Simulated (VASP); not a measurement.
# SiNi in VASP: a series of runs, part 2 of 2

VASP 6.6.1.

## Step 3: Relaxation of cell and atoms, PBE

This run uses another cell than the first one, of 13.46 Å³/atom.

INCAR

```
PREC = Accurate ; ENCUT = 600
EDIFF = 1E-6 ; ISMEAR = 0
SIGMA = 0.1 ; LREAL = Auto
LASPH = True ; NELM = 80
ALGO = Normal ; ISIF = 3
LWAVE = False ; LCHARG = False
GGA = PE ; IBRION = 2
NSW = 90 ; EDIFFG = -0.04
ISYM = 0
```

KPOINTS

```
Automatic mesh
0
Gamma
  2 2 2
  0.5 0.5 0.5
```

POSCAR

```
SiNi
1.0
    6.4002940000      0.0757740000      0.0022980000
    0.0757740000      6.4122190000      0.0415250000
    0.0022980000      0.0415250000      6.5625770000
Si Ni
10 10
Direct
    0.9691214743      0.5810801807      0.2628879086
    0.7767575255      0.9064957283      0.5380946498
    0.0944115839      0.0671896865      0.7941550862
    0.7888116719      0.5813993038      0.7463900258
    0.4307670723      0.6845618379      0.3032030319
    0.1720171931      0.1905535859      0.2137459137
    0.1651743060      0.6695465041      0.7201833065
    0.3855505026      0.2736503999      0.5619560545
    0.7129063414      0.3166457623      0.0878665831
    0.6085341189      0.8998777742      0.9374179216
    0.2261121612      0.8536191712      0.0566237991
    0.1626729009      0.8684304839      0.4283384978
    0.6709104627      0.4493048910      0.4248535670
    0.7104601134      0.1935447252      0.7240676220
    0.8651365006      0.9761447655      0.1891779309
    0.0394880617      0.3528503611      0.5511783990
    0.3949194029      0.1881742299      0.9576658840
    0.5344231256      0.0672674173      0.3112090272
    0.4586757494      0.5630294837      0.9290374394
    0.0582761880      0.4187008188      0.9528859252
```

Potentials or basis: VASP PAW PBE potentials, release 64 (Si, Ni).

Command:

```bash
$ cat potpaw_PBE.64/Si/POTCAR potpaw_PBE.64/Ni/POTCAR > POTCAR
$ mpirun -np 1 vasp_std > vasp.out
```

OUTCAR:

```text
PREC = Accurate
   ENCUT = 600
   EDIFF = 1E-6
   ISMEAR = 0
   LREAL = Auto
   LASPH = True
   NELM = 80
   ISIF = 3
   GGA = PE
   IBRION = 2
   NSW = 90
   EDIFFG = -0.04
   ISYM = 0

 ion  position               nearest neighbor table
   1  0.969  0.581  0.263-  13 2.35  20 2.36  16 2.41  12 2.50  15 2.64   9 2.66  11 2.77   6 2.82
                             2 3.02   5 3.06
   2  0.777  0.906  0.538-  14 2.25  18 2.36  15 2.40   4 2.48  12 2.58  10 2.83   3 2.86   1 3.02
                             5 3.08   7 3.11
   3  0.094  0.067  0.794-  11 2.33  17 2.36  16 2.43  20 2.50  14 2.61   7 2.63   8 2.76  12 2.76
                             2 2.86   6 2.92  15 3.03
   4  0.789  0.581  0.746-  20 2.40  13 2.41  19 2.43   2 2.48   7 2.49  16 2.51  14 2.55  10 2.65
                             9 2.84
   5  0.431  0.685  0.303-  12 2.22  13 2.27  11 2.32  18 2.56  19 2.59  10 2.99   1 3.06   2 3.08
                             8 3.14
   6  0.172  0.191  0.214-  17 2.20  20 2.34  11 2.42  15 2.43  12 2.49  18 2.51  16 2.59   8 2.73
[... 823 lines left out ...]

 val. band max:        9.9164908830   @ k =   0.2500  -0.2500   0.2500
 cond. band min:      10.2507738247   @ k =   0.2500  -0.2500   0.2500
 fundamental gap:      0.3342829417
 Fermi energy:        10.0841511011

 k-point     1 :       0.2500    0.2500    0.2500
  band No.  band energies     occupation
      1      -2.1988      2.00000
      2      -0.8599      2.00000
      3      -0.6635      2.00000
      4      -0.2019      2.00000
      5       0.8039      2.00000
      6       1.1550      2.00000
[... 329 lines left out ...]
     81      12.8226      0.00000
     82      12.9758      0.00000
 [bands above 82 left out]

------------------------ aborting loop because EDIFF is reached ----------------------------------------

  FORCE on cell =-STRESS in cart. coord.  units (eV):
  Direction    XX          YY          ZZ          XY          YZ          ZX
  --------------------------------------------------------------------------------------
  -------------------------------------------------------------------------------------
  Total        0.0795810      0.1329615      0.0852410      0.0318054      0.0026450     -0.0233232
  in kB        0.5111319      0.8539839      0.5474850      0.2042791      0.0169885     -0.1498003
  external PRESSURE =       0.6375336 kB  Pullay stress =       0.0000000 kB
[... 35 lines left out ...]
  FREE ENERGIE OF THE ION-ELECTRON SYSTEM (eV)
  ---------------------------------------------------
  free  energy   TOTEN  =      -115.8660213425 eV

  energy  without entropy=     -115.8641602707  energy(sigma->0) =     -115.86509081

 reached required accuracy - stopping structural energy minimisation
```

OSZICAR:

```text
N       E                     dE             d eps       ncg     rms          rms(c)
DAV:   1     0.111184482038E+04    0.11118E+04   -0.64403E+04   672   0.211E+03
DAV:   2     0.667659682262E+01   -0.11052E+04   -0.10743E+04   672   0.458E+02
[... 378 lines left out ...]
DAV:   2    -0.115866475251E+03   -0.29785E-03   -0.74647E-03  1032   0.756E-01    0.180E-01
DAV:   3    -0.115866179649E+03    0.29560E-03   -0.28094E-03   872   0.762E-01    0.116E-01
DAV:   4    -0.115866138653E+03    0.40996E-04   -0.10439E-03   848   0.591E-01    0.955E-02
DAV:   5    -0.115866021393E+03    0.11726E-03   -0.32261E-04   976   0.298E-01    0.244E-02
DAV:   6    -0.115866031258E+03   -0.98648E-05   -0.12656E-04  1008   0.193E-01    0.364E-02
DAV:   7    -0.115866020579E+03    0.10679E-04   -0.49480E-05   880   0.133E-01    0.672E-03
DAV:   8    -0.115866021342E+03   -0.76386E-06   -0.75938E-06   736   0.337E-02
  28 F= -.11586602E+03 E0= -.11586509E+03  d E =-.914258E-03
```

CONTCAR:

```text
SiNi
   1.00000000000000
     6.3850504268785064   -0.1022564801762325   -0.0490982386866744
    -0.0999897572584709    6.2603494767907817    0.0567058124434889
    -0.0515331998699793    0.0586065774781933    6.2430756757465344
  Si              Ni
    10    10
Direct
     0.9971500316452414    0.5887975316780486    0.2641754507316506
     0.7790203206504216    0.8677492447415988    0.5025690569390941
     0.0550869337500745    0.0481322051105685    0.8026526410894043
     0.7705947501443944    0.5529584467045048    0.7502862415745318
     0.4249549967941642    0.7188894407777400    0.3358538782828192
     0.1765932534119168    0.2073102381518306    0.2214616207814500
[... 12 lines left out ...]
     0.4766217115350294    0.5622159302651456    0.9744492008211825
     0.0574742707915802    0.4223624881349211    0.9406027406350785

  0.00000000E+00  0.00000000E+00  0.00000000E+00
  0.00000000E+00  0.00000000E+00  0.00000000E+00
  0.00000000E+00  0.00000000E+00  0.00000000E+00
  0.00000000E+00  0.00000000E+00  0.00000000E+00
  0.00000000E+00  0.00000000E+00  0.00000000E+00
  0.00000000E+00  0.00000000E+00  0.00000000E+00
[... 12 lines left out ...]
  0.00000000E+00  0.00000000E+00  0.00000000E+00
  0.00000000E+00  0.00000000E+00  0.00000000E+00
```

Run time: 44 min. Hardware: 1 thread of AMD EPYC 9R45 (Zen 5), shared host; peak memory 0.44 GiB.

What came out:

* Free energy: -115.8660 eV
* Relaxed volume: 12.47 Å³/atom
* Relaxed cell: a = 6.386 Å, b = 6.261 Å, c = 6.244 Å, α = 88.94°, β = 90.92°, γ = 91.84°
* Space group after relaxing (to 0.1 Å): P1 (No. 1)
* Energy gained by relaxing: 99.2 meV/atom
* Ionic steps: 28
* Pressure after relaxing: 0.1 GPa
* Largest force after relaxing: 0.034 eV/Å
* Band gap on the k mesh: 0.33 eV

Forces in eV/Å, atoms in the order of the input:
```
Si   0.007 -0.005  0.007
Si   0.015  0.013  0.001
Si   0.004 -0.003  0.007
Si  -0.003  0.006  0.002
Si  -0.013 -0.017  0.014
Si  -0.001  0.004 -0.004
Si  -0.013 -0.004  0.020
Si   0.018 -0.018 -0.022
Si  -0.014  0.015 -0.001
Si  -0.001 -0.011  0.003
Ni  -0.006  0.012  0.010
Ni  -0.001 -0.013 -0.010
Ni   0.011  0.002  0.002
Ni   0.012  0.010 -0.018
Ni   0.006  0.006  0.003
Ni   0.006 -0.007  0.012
Ni  -0.009 -0.005  0.001
Ni  -0.001 -0.016 -0.020
Ni  -0.014  0.018 -0.013
Ni  -0.003  0.013  0.003
```

The path:
| step | energy change (eV) | largest force (eV/Å) | pressure (GPa) | volume (Å³) |
| --- | --- | --- | --- | --- |
| 1 | 0.0000 | 1.2695 | -7.09 | 269.28 |
| 2 | -0.8923 | 0.9820 | 4.92 | 246.67 |
| 3 | -0.9004 | 0.9922 | 3.75 | 248.40 |
| 4 | -1.3214 | 0.6156 | 1.08 | 250.85 |
| 5 | -1.3559 | 0.8541 | 0.32 | 251.82 |
| 6 | -1.5326 | 0.4412 | -1.02 | 253.42 |
| 7 | -1.6134 | 0.5315 | -2.45 | 255.53 |
| 8 | -1.7153 | 0.5839 | 0.59 | 250.43 |
| 9 | -1.7183 | 0.5985 | 1.36 | 249.32 |
| 10 | -1.8067 | 0.2846 | 0.77 | 249.63 |
| 11 | -1.8331 | 0.4331 | 0.33 | 249.92 |
| 12 | -1.8794 | 0.2633 | -0.60 | 251.08 |
| 13 | -1.8866 | 0.3135 | -1.11 | 251.73 |
| 14 | -1.9138 | 0.2539 | 0.75 | 248.77 |
| 15 | -1.9138 | 0.2534 | 0.74 | 248.75 |
| 16 | -1.9392 | 0.1491 | 0.40 | 249.29 |
| 17 | -1.9441 | 0.1878 | 0.14 | 249.67 |
| 18 | -1.9582 | 0.1296 | -0.46 | 250.50 |
| 19 | -1.9598 | 0.1446 | -0.81 | 250.96 |
| 20 | -1.9689 | 0.1612 | 0.02 | 249.64 |
| 21 | -1.9695 | 0.1823 | 0.26 | 249.27 |
| 22 | -1.9762 | 0.1024 | 0.19 | 249.34 |
| 23 | -1.9794 | 0.1145 | 0.11 | 249.43 |
| 24 | -1.9824 | 0.0506 | -0.16 | 249.80 |
| 25 | -1.9828 | 0.0487 | -0.33 | 250.00 |
| 26 | -1.9839 | 0.0832 | 0.23 | 249.16 |
| 27 | -1.9841 | 0.0701 | 0.11 | 249.38 |
| 28 | -1.9850 | 0.0337 | 0.06 | 249.45 |

Final structure:
```
CELL_PARAMETERS angstrom
6.38505 -0.10226 -0.04910
-0.09999 6.26035 0.05671
-0.05153 0.05861 6.24308
ATOMIC_POSITIONS crystal
Si 0.99715 0.58880 0.26418
Si 0.77902 0.86775 0.50257
Si 0.05509 0.04813 0.80265
Si 0.77059 0.55296 0.75029
Si 0.42496 0.71889 0.33585
Si 0.17659 0.20731 0.22146
Si 0.21392 0.66450 0.71150
Si 0.39724 0.30088 0.58033
Si 0.72228 0.30757 0.08022
Si 0.58894 0.90070 0.95453
Ni 0.20566 0.82174 0.05468
Ni 0.14577 0.91827 0.45523
Ni 0.66828 0.47804 0.39978
Ni 0.70928 0.16235 0.71342
Ni 0.87635 0.98270 0.15679
Ni 0.04892 0.33639 0.54503
Ni 0.38142 0.18428 0.93040
Ni 0.52957 0.07622 0.31698
Ni 0.47662 0.56222 0.97445
Ni 0.05747 0.42236 0.94060
```

Caveat: the atoms stand as in a frame of molecular dynamics. Spin polarisation is off, so any magnetic state and its effect on volume and gap are missing.

## Step 4: Single point, PBE

This run uses another cell than the first one, of 12.52 Å³/atom.

INCAR

```
SYSTEM = SiNi
  PREC = Accurate
  ENCUT = 520
  EDIFF = 1E-7
  ISMEAR = 0
  SIGMA = 0.1
  LREAL = Auto
  LASPH = .True.
  NELM = 100
  ALGO = Normal
  ISIF = 2
  LWAVE = .False.
  LCHARG = .False.
  GGA = PE
  ISYM = 0
  NBANDS = 86
```

KPOINTS

```
regular mesh
0
Gamma
  3 4 4
  0 0 0
```

POSCAR

```
SiNi
1.0
    6.3578974334     -0.1577713031     -0.0963094240
   -0.1541928251      6.2887261569      0.1821091120
   -0.0965127662      0.1840350794      6.2728154507
Si Ni
10 10
Direct
    0.9906355352      0.5945773617      0.2571856539
    0.7871164213      0.8700358373      0.5002662582
    0.0594016245      0.0395960126      0.7908165619
    0.7559573377      0.5532884692      0.7485948747
    0.4204231012      0.7115236861      0.3450569001
    0.1844377427      0.2180023668      0.2249071407
    0.2144435338      0.6610248078      0.7201894559
    0.4020470266      0.2827179292      0.5713622727
    0.7162464081      0.3138779096      0.0856289920
    0.5814616713      0.9025868507      0.9577366697
    0.2062548426      0.8257963300      0.0580387439
    0.1536813013      0.9187414626      0.4533990112
    0.6690860917      0.4755588707      0.3993616747
    0.7181171418      0.1609044899      0.7182878936
    0.8801997435      0.9925557366      0.1445306254
    0.0581894658      0.3439457146      0.5451009312
    0.3799805851      0.1898982942      0.9278081505
    0.5328715898      0.0709131259      0.3169707883
    0.4707933012      0.5642396045      0.9867601985
    0.0437819909      0.4122822512      0.9389357763
```

Command:

```bash
$ cat potpaw_PBE.64/Si/POTCAR potpaw_PBE.64/Ni/POTCAR > POTCAR
$ mpirun -np 1 vasp_std > vasp.out
```

Run time: 12 min. Hardware: 1 thread of AMD EPYC 9R45 (Zen 5), shared host; peak memory 0.5 GiB.

The run converged. Its results:

- Free energy: -115.5310 eV
- Pressure: 0.1 GPa
- Largest force: 0.026 eV/Å
- Band gap on the k mesh: zero (bands 70 and 71 overlap by 0.46 eV)

Forces in eV/Å, atoms in the order of the input:
```
Si   0.007  0.009  0.000
Si   0.001  0.006  0.006
Si  -0.007 -0.013  0.008
Si   0.008 -0.003 -0.006
Si  -0.013 -0.006  0.007
Si   0.022  0.011 -0.009
Si  -0.005 -0.003  0.008
Si   0.006  0.002 -0.003
Si   0.005  0.017  0.007
Si  -0.011 -0.001 -0.003
Ni   0.001 -0.002 -0.003
Ni  -0.005 -0.007  0.005
Ni   0.005 -0.007 -0.011
Ni   0.004  0.009  0.002
Ni   0.020  0.004  0.004
Ni  -0.021  0.007  0.007
Ni   0.003  0.006  0.001
Ni  -0.014 -0.008 -0.008
Ni  -0.008 -0.013 -0.005
Ni   0.002 -0.009 -0.008
```

Stress tensor (GPa, compression positive):
```
 0.11 -0.06  0.00
-0.06  0.04 -0.10
 0.00 -0.10  0.02
```

Levels at points of the mesh, in eV from the Fermi level:
```csv
k point,band 67,band 68,band 69,band 70,band 71,band 72,band 73,band 74
"(0.00, 0.00, 0.00)",-0.98,-0.89,-0.80,-0.64,-0.33,0.43,0.70,0.83
"(0.00, 0.50, 0.00)",-0.74,-0.64,-0.59,-0.37,-0.07,0.33,0.74,1.00
"(0.00, 0.00, 0.50)",-0.79,-0.70,-0.57,-0.46,0.17,0.36,0.72,1.26
"(0.00, 0.50, 0.50)",-0.65,-0.40,-0.29,-0.03,0.48,0.67,1.04,1.14
```

Caveat: the atoms stand as in a frame of molecular dynamics.

## Step 5: Overview

```csv
task,cell,k mesh,cutoff (eV),gap on the mesh (eV),pressure (GPa),largest force (eV/Å)
single point,"a = 6.390, b = 6.263, c = 6.246 Å, angles 88.8, 91.1, 91.8°, 20 atoms, atomic positions A","2 × 2 × 2, shifted",520,0.35,0.0,0.02
relaxation of cell and atoms,"relaxed from a = 6.401, b = 6.413, c = 6.563 Å, angles 89.3, 90.0, 88.6°, 20 atoms, atomic positions B","2 × 2 × 2, shifted",600,0.33,0.1,0.03
single point,"a = 6.361, b = 6.293, c = 6.276 Å, angles 86.6, 91.8, 92.8°, 20 atoms, atomic positions C",3 × 4 × 4,520,none,0.1,0.03
```

Alike in all rows: level PBE; potentials or basis VASP PAW PBE potentials, release 64 (Si, Ni); no spin polarisation; smearing gaussian 0.1 eV.

Caveats: the atoms stand as in a frame of molecular dynamics (at least some runs).

Absolute energies hang on the potentials; compare differences alone.
